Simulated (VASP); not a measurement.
BaLiF3, 5 atoms in the cell. Symmetry: P4/mmm, No. 123, tetragonal system. The conventional cell has a = 3.869 Å, b = 3.869 Å, c = 4.108 Å, α = 90.00°, β = 90.00°, γ = 90.00°. Within 3.6 Å of Ba (site symmetry 4/mmm) lie 12 F at 2.74 to 2.82 Å and 8 Li at 3.42 Å. Li (site symmetry 4/mmm) has 6 F at 1.93 to 2.05 Å within 2.6 Å. F (site symmetry mmm) has 2 Li at 1.93 Å within 2.6 Å. Within 2.9 Å of F (site symmetry 4/mmm) lie 2 Li at 2.05 Å and 4 Ba at 2.74 Å and 8 F at 2.82 Å.  This cell differs from its parent crystal: strain -0.030 along x and y, +0.030 along z.

* Program: VASP 6.6.1
* Task: single point
* Functional: LDA
* Potentials or basis: VASP PAW LDA potentials, release 64 (Ba_sv, Li_sv, F)
* Cutoff: 520 eV
* k mesh: 6 × 6 × 6
* Occupations: gaussian, width 0.05 eV
* Spin: no spin polarisation
* Dipole correction: no
* Further INCAR settings: ALGO = Normal; EDIFF = 1e-06; NBANDS = 25

Potentials or basis: VASP PAW LDA potentials, release 64 (Ba_sv, Li_sv, F).

Launch:

```sh
$ cat potpaw_LDA.64/Ba_sv/POTCAR potpaw_LDA.64/Li_sv/POTCAR potpaw_LDA.64/F/POTCAR > POTCAR
$ mpirun -np 1 vasp_std > vasp.out
```

Hardware: 1 thread of AMD EPYC 7R43 64-Core Processor (Zen 3) (shared host).

Q: Estimate the wall time of this run.

A: Wall time 93 s on 1 thread of AMD EPYC 7R43 64-Core Processor (Zen 3) (shared host), peak memory 0.15 GiB. Counts: scf iterations 13, k points 40.
